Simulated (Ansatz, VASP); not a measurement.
Given: the input of a run of Ansatz 0.2.0 on Ta.

input.yaml

```yaml
crystal:
  lattice:
    - [-1.6622159478, 1.6622159478, 1.6622159478]
    - [1.6622159478, -1.6622159478, 1.6622159478]
    - [1.6622159478, 1.6622159478, -1.6622159478]
  atoms:
    - { symbol: Ta, position: [0.0, 0.0, 0.0] }
hamiltonian:
  xc: r2scan
  pseudopotentials: { kind: paw }
kpoints:
  mp_grid: { grid: [11, 11, 11] }
scf:
  occupations: { method: fermi_dirac, width: 0.05 }
output:
  forces: true
  stress: true
  eigenvalues: true
```

Potentials or basis: Ansatz PAW.

Command:

```console
$ ansatz run input.yaml --threads 2 --pin off --max-ram 5632MiB --backend cpu --events-out ev --progress --plain --runs-dir out
```

Task: Set up the same calculation for VASP 6.6.1. Potentials there: VASP PAW PBE potentials, release 64 (Ta_pv).

Result: As run (the cutoff follows the program's own potentials):

POSCAR

```
Ta
1.0
   -1.6622159478      1.6622159478      1.6622159478
    1.6622159478     -1.6622159478      1.6622159478
    1.6622159478      1.6622159478     -1.6622159478
Ta
1
Direct
    0.0000000000      0.0000000000      0.0000000000
```

Contents of INCAR.step1:

```
SYSTEM = Ta
PREC = Accurate
ENCUT = 520
ISMEAR = -1
SIGMA = 0.05
LREAL = .False.
LASPH = .True.
NELM = 60
NBANDS = 12
GGA = PE
ALGO = Normal
EDIFF = 1E-4
LWAVE = .True.
LCHARG = .False.
```

INCAR.step2

```
SYSTEM = Ta
PREC = Accurate
ENCUT = 520
EDIFF = 1E-6
ISMEAR = -1
SIGMA = 0.05
LREAL = .False.
LASPH = .True.
NELM = 60
ALGO = Normal
ISIF = 2
LWAVE = .False.
LCHARG = .False.
METAGGA = R2SCAN
LMIXTAU = .True.
NBANDS = 12
ISTART = 1
```

KPOINTS

```
regular mesh
0
Gamma
  11 11 11
  0 0 0
```

Potentials or basis: VASP PAW PBE potentials, release 64 (Ta_pv).

Command:

```bash
$ cat potpaw_PBE.64/Ta_pv/POTCAR > POTCAR
$ cp INCAR.step1 INCAR
$ mpirun -np 1 vasp_std > vasp.out
$ cp INCAR.step2 INCAR
$ mpirun -np 1 vasp_std > vasp.out
```

Both were run:

|  | VASP | Ansatz | Ansatz less VASP |
| --- | --- | --- | --- |
| gap on the k mesh at the Fermi level (eV) | none | none | - |
| pressure (GPa) | -3.2 | -3.8 | -0.59 |

VASP's potentials were made for PBE, not for r2SCAN. A gap of «none» marks a metal or a gap that the smearing closes. The functional is the same, so the differences come from potentials, cutoffs and numerics. VASP's potentials hold 11 valence electrons a cell and Ansatz's 13, so a difference there can come from the potentials and not from the codes.

Neither program's run includes spin-orbit coupling.
